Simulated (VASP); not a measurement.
# Rh (Fm-3m) in VASP: a series of runs

Runs on Rh. Level: r2SCAN. Tasks: single point, relaxation of cell and atoms.

All numbers are computed with VASP 6.6.1; they aren't measurements. Logs are shortened: lines on timing, memory, paths and dates and some standing lists are left out, and cuts for length are marked.

### Step 1. The cell of the first run

The structure is cubic, space group Fm-3m (No. 225). The conventional cell has a = 3.800 Å, b = 3.800 Å, c = 3.800 Å, α = 90.00°, β = 90.00°, γ = 90.00°. Rh (site symmetry m-3m) has 12 Rh at 2.69 Å within 3.5 Å.

### Step 2. Single point, r2SCAN

The input, POSCAR:

```
Rh
1.0
    0.0000000000      1.8999666571      1.8999666571
    1.8999666571      0.0000000000      1.8999666571
    1.8999666571      1.8999666571      0.0000000000
Rh
1
Direct
    0.0000000000      0.0000000000      0.0000000000
```

The input, INCAR.step1:

```
  ALGO = Normal
  EDIFF = 1E-5
  ENCUT = 580
  GGA = PE
  GGA_COMPAT = False
  ISMEAR = 0
  LASPH = True
  LCHARG = False
  LREAL = False
  LWAVE = True
  NBANDS = 14
  NELM = 120
  PREC = Accurate
  SIGMA = 0.1
```

The input, INCAR.step2:

```
  ALGO = Normal
  EDIFF = 1E-6
  ENCUT = 580
  GGA_COMPAT = False
  ISIF = 2
  ISMEAR = 0
  ISTART = 1
  LASPH = True
  LCHARG = True
  LELF = True
  LMIXTAU = True
  LREAL = False
  LVHAR = True
  LWAVE = False
  METAGGA = R2SCAN
  NBANDS = 14
  NELM = 120
  PREC = Accurate
  SIGMA = 0.1
```

The input, KPOINTS:

```
k-points
0
Gamma
  24 24 24
```

Potentials or basis: VASP PAW PBE potentials, release 64 (Rh_sv_GW).

On the command line:

```sh
> cat potpaw_PBE.64/Rh_sv_GW/POTCAR > POTCAR
> cp INCAR.step1 INCAR
> mpirun -np 1 vasp_std > vasp.out
> cp INCAR.step2 INCAR
> mpirun -np 1 vasp_std > vasp.out
```

OUTCAR:

```text
EDIFF = 1E-6
   ENCUT = 580
   ISIF = 2
   ISMEAR = 0
   ISTART = 1
   LASPH = True
   LREAL = False
   METAGGA = R2SCAN
   NELM = 120
   PREC = Accurate

 ion  position               nearest neighbor table
   1  0.000  0.000  0.000-

  LATTYP: Found a face centered cubic cell.
 ALAT       =     3.7999333142

  Lattice vectors:

 A1 = (   0.0000000000,   1.8999666571,   1.8999666571)
 A2 = (   1.8999666571,   0.0000000000,   1.8999666571)
 A3 = (   1.8999666571,   1.8999666571,   0.0000000000)

Analysis of symmetry for initial positions (statically):
=====================================================================
 Subroutine PRICEL returns:
 Original cell was already a primitive cell.

 Routine SETGRP: Setting up the symmetry group for a
 face centered cubic supercell.

 Subroutine GETGRP returns: Found 48 space group operations
 (whereof 48 operations were pure point group operations)
 out of a pool of 48 trial point group operations.

The static configuration has the point symmetry O_h .

Analysis of symmetry for dynamics (positions and initial velocities):
=====================================================================
 Subroutine PRICEL returns:
 Original cell was already a primitive cell.

 Routine SETGRP: Setting up the symmetry group for a
 face centered cubic supercell.

 Subroutine GETGRP returns: Found 48 space group operations
 (whereof 48 operations were pure point group operations)
 out of a pool of 48 trial point group operations.

The dynamic configuration has the point symmetry O_h .

 Subroutine INISYM returns: Found 48 space group operations
 (whereof 48 operations are pure point group operations),
 and found     1 'primitive' translations

----------------------------------------------------------------------------------------

                                     Primitive cell

  volume of cell :      13.7173

  direct lattice vectors                    reciprocal lattice vectors
     0.000000000  1.899966657  1.899966657    -0.263162513  0.263162513  0.263162513
     1.899966657  0.000000000  1.899966657     0.263162513 -0.263162513  0.263162513
     1.899966657  1.899966657  0.000000000     0.263162513  0.263162513 -0.263162513

  length of vectors
     2.686958615  2.686958615  2.686958615     0.455810843  0.455810843  0.455810843

  position of ions in fractional coordinates (direct lattice)
     0.000000000  0.000000000  0.000000000

  ion indices of the primitive-cell ions
   primitive index   ion index
                 1           1

----------------------------------------------------------------------------------------

 KPOINTS: k-points

[... 75 lines left out ...]
   POTIM  = 0.5000    time-step for ionic-motion
   TEBEG  =    0.0;   TEEND  =   0.0 temperature during run
   PSTRESS=    0.0 pullay stress
   NELECT =      17.0000    total number of electrons
   NUPDOWN=      -1.0000    fix difference up-down
   EMIN   =  10.00;   EMAX   =-10.00  energy-range for DOS
   EFERMI =   0.00;   METHOD = LEGACY
   ISMEAR =     0;   SIGMA  =   0.10  broadening in eV -4-tet -1-fermi 0-gaus
   EFERMI_NEDOS =   21; number of points for ismear=-14 and -15
   IALGO  =     38    algorithm
   IMIX   =      4    mixing-type and parameters
     AMIX     =   0.40;   BMIX     =  1.00
     AMIX_MAG =   1.60;   BMIX_MAG =  1.00
  volume/ion in A,a.u.               =      13.72        92.57
  Fermi-wavevector in a.u.,A,eV,Ry     =   1.758471  3.323028 42.072201  3.092220
  Thomas-Fermi vector in A             =   2.827623
   LORBIT       =      0    0 simple, 1 ext, 2 COOP (PROOUT), +10 PAW based schemes
   METAGGA = R2SCAN    functional components
   LHFCALC =     F    Hartree Fock is set to
   AEXX    =    0.0000 exact exchange contribution
   IVDW    =     0    specifies the selected vdW correction
   LEPSILON=     F    determine dielectric tensor
   LRPA    =     F    only Hartree local field effects (RPA)
 non-spin polarized calculation
 Gauss-broadening in eV      SIGMA  =   0.10
  energy-cutoff  :      580.00
  volume of cell :       13.72
 maximum number of plane-waves:       448
 NGX is ok and might be reduce to    24
   NGX = 11   NGY = 11   NGZ = 11

 number of electron      17.0000001 magnetization

 Free energy of the ion-electron system (eV)
  ---------------------------------------------------
  ext. energy  EPLUGINS =         0.00000000
  ---------------------------------------------------
  free energy    TOTEN  =       -23.28485015 eV

  energy without entropy =      -23.27914910  energy(sigma->0) =      -23.28199962

 E-fermi :  10.7212     XC(G=0): -15.2914

 val. band max:       10.7211510329   @ k =  -0.3750   0.2500   0.0000
 cond. band min:      10.7224882190   @ k =   0.4167   0.0833   0.0417
 fundamental gap:      0.0013371860
 Fermi energy:        10.7211671260

 k-point     1 :       0.0000    0.0000    0.0000
  band No.  band energies     occupation
      1     -70.4557      2.00000
      2     -37.0804      2.00000
      3     -37.0804      2.00000
      4     -37.0804      2.00000
      5       2.5570      2.00000
      6       7.5475      2.00000
      7       7.5475      2.00000
      8       7.5475      2.00000
      9       9.6483      2.00000
     10       9.6483      2.00000
     11      27.1895      0.00000
     12      32.8513      0.00000
     13      32.8513      0.00000
     14      32.8513      0.00000
[... 377 lines left out ...]
      1     -70.3344      2.00000
      2     -37.8413      2.00000
      3     -37.1926      2.00000
      4     -37.1921      2.00000
      5       4.4694      2.00000
      6       7.4100      2.00000
      7       7.5233      2.00000
      8      10.3443      2.00000
      9      11.2722      0.00000
     10      11.9564      0.00000
     11      20.4605      0.00000
     12      27.0379      0.00000
     13      32.7386      0.00000
     14      33.0148      0.00000

 [... further k-points ...]
[... 5 lines left out ...]
  --------------------------------------------------------------------------------------
  -------------------------------------------------------------------------------------
  Total       -0.1422039     -0.1422039     -0.1422039      0.0000000      0.0000000      0.0000000
  in kB      -16.6094041    -16.6094041    -16.6094041      0.0000000      0.0000000      0.0000000
  external PRESSURE =     -16.6094041 kB  Pullay stress =       0.0000000 kB

 VOLUME and BASIS-vectors are now :
 -----------------------------------------------------------------------------
  energy-cutoff  :      580.00
  volume of cell :       13.72
      direct lattice vectors                 reciprocal lattice vectors
     0.000000000  1.899966657  1.899966657    -0.263162513  0.263162513  0.263162513
     1.899966657  0.000000000  1.899966657     0.263162513 -0.263162513  0.263162513
     1.899966657  1.899966657  0.000000000     0.263162513  0.263162513 -0.263162513

 POSITION                                       TOTAL-FORCE (eV/Angst)
 -----------------------------------------------------------------------------------
      0.00000      0.00000      0.00000         0.000000      0.000000     -0.000000
 -----------------------------------------------------------------------------------
    total drift:                               -0.000000     -0.000000     -0.000000

  FREE ENERGIE OF THE ION-ELECTRON SYSTEM (eV)
  ---------------------------------------------------
  free  energy   TOTEN  =       -23.2848501503 eV

  energy  without entropy=      -23.2791490953  energy(sigma->0) =      -23.28199962
```

It took 4.4 min on 1 thread of AMD EPYC 9R45 (Zen 5), shared host; peak memory 0.22 GiB.

What came out:

```
Free energy            : -23.2849 eV
Pressure               : -1.7 GPa
Band gap on the k mesh : zero (an odd number of electrons rules out a gap without spin polarisation)
```

Levels at points of the mesh, in eV from the Fermi level:
| k point | band 6 | band 7 | band 8 | band 9 | band 10 | band 11 |
| --- | --- | --- | --- | --- | --- | --- |
| (0.00, 0.00, 0.00) | -3.17 | -3.17 | -3.17 | -1.07 | -1.07 | 16.47 |
| (0.50, 0.00, 0.00) | -3.29 | -3.29 | 0.59 | 0.59 | 0.91 | 9.13 |
| (0.50, 0.50, 0.00) | -6.18 | 0.51 | 1.05 | 1.05 | 3.49 | 12.91 |

Caveat: the PAW data sets were made with another functional, which shifts forces and pressure a little.

### Step 3. Relaxation of cell and atoms, r2SCAN

POSCAR is that of step 2.

The input, INCAR.step1:

```
SYSTEM = Rh
PREC = Accurate
ENCUT = 600
ISMEAR = -1
SIGMA = 0.15
LREAL = .False.
LASPH = .True.
NELM = 100
GGA = PE
ALGO = Normal
EDIFF = 1E-4
LWAVE = .True.
LCHARG = .False.
```

The input, INCAR.step2:

```
SYSTEM = Rh
PREC = Accurate
ENCUT = 600
EDIFF = 1E-6
ISMEAR = -1
SIGMA = 0.15
LREAL = .False.
LASPH = .True.
NELM = 100
ALGO = Normal
ISIF = 3
LWAVE = .False.
LCHARG = .False.
METAGGA = R2SCAN
LMIXTAU = .True.
IBRION = 2
NSW = 80
EDIFFG = -0.001
ISTART = 1
```

The input, KPOINTS:

```
Automatic mesh
0
Gamma
  24 24 24
  0 0 0
```

Potentials or basis: VASP PAW PBE potentials, release 64 (Rh_pv).

On the command line:

```sh
> cat potpaw_PBE.64/Rh_pv/POTCAR > POTCAR
> cp INCAR.step1 INCAR
> mpirun -np 1 vasp_std > vasp.out
> cp INCAR.step2 INCAR
> mpirun -np 1 vasp_std > vasp.out
```

Run time: 3.7 min. Hardware: 1 thread of Intel Xeon 6975P-C (Granite Rapids), shared host; peak memory 0.21 GiB.

Results (log left out):

| Property | Result |
| --- | --- |
| Free energy | -24.1843 eV |
| Relaxed volume | 13.82 Å³/atom |
| Relaxed cell | a = 2.693 Å, b = 2.693 Å, c = 2.693 Å, α = 60.00°, β = 60.00°, γ = 60.00° |
| Space group after relaxing (to 0.1 Å) | Fm-3m (No. 225) |
| Energy gained by relaxing | 0.6 meV/atom |
| Ionic steps | 3 |
| Pressure after relaxing | 0.0 GPa |
| Band gap on the k mesh | zero (an odd number of electrons rules out a gap without spin polarisation) |

The path:
| step | energy change (eV) | largest force (eV/Å) | pressure (GPa) | volume (Å³) |
| --- | --- | --- | --- | --- |
| 1 | 0.0000 | 0.0000 | 2.02 | 13.72 |
| 2 | 0.0030 | 0.0000 | -4.65 | 14.06 |
| 3 | -0.0006 | 0.0000 | 0.01 | 13.82 |

Final structure:
```cif
data_structure
_symmetry_space_group_name_H-M 'P 1'
_symmetry_Int_Tables_number 1
_cell_length_a 2.6934
_cell_length_b 2.6934
_cell_length_c 2.6934
_cell_angle_alpha 60.000
_cell_angle_beta 60.000
_cell_angle_gamma 60.000
_cell_volume 13.82
loop_
_atom_site_label
_atom_site_type_symbol
_atom_site_fract_x
_atom_site_fract_y
_atom_site_fract_z
_atom_site_occupancy
Rh1 Rh 0.00000 0.00000 0.00000 1
```

Levels at points of the mesh, in eV from the Fermi level:
```
           k point  band 5  band 6  band 7  band 8  band 9  band 10
(0.00, 0.00, 0.00)   -3.13   -3.13   -3.13   -1.04   -1.04    16.73
(0.50, 0.00, 0.00)   -3.24   -3.24    0.60    0.60    0.92     9.05
(0.50, 0.50, 0.00)   -6.11    0.53    1.06    1.06    3.49    12.83
```

Caveat: the PAW data sets were made with another functional, which shifts forces and pressure a little.

(Continued in part 2 of 2.)
